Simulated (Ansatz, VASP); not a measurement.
## Two plane-wave programs on GaN

```
CELL_PARAMETERS angstrom
3.21862 0.00000 0.00000
-1.60931 2.78741 0.00000
0.00000 0.00000 5.24354
ATOMIC_POSITIONS crystal
Ga 0.66667 0.33333 0.49913
Ga 0.33333 0.66667 0.99913
N 0.66667 0.33333 0.87587
N 0.33333 0.66667 0.37587
```

Alike in both runs: functional PBE; k mesh 12 × 12 × 6; occupations gaussian, width 0.02 eV; no spin polarisation.

Ansatz relaxed the structure, and its values are those at the end. VASP's run is a single point on that final structure, the one shown.

```csv
,VASP,Ansatz
version,VASP 6.6.1,Ansatz 0.2.0
potentials or method,"VASP PAW PBE potentials, release 64 (Ga_d, N), cutoff 520 eV","scalar-relativistic, plane waves, PAW"
valence electrons in the cell,36,36
```

Ansatz gave:

```
gap on the k mesh at the Fermi level (eV) : 1.71
least direct gap on the mesh (eV)         : 1.71
pressure (GPa)                            : 0.0
```

Task: What did VASP give for the same quantities?

Result: gap on the k mesh at the Fermi level (eV): 1.71; least direct gap on the mesh (eV): 1.71; pressure (GPa): 0.1.
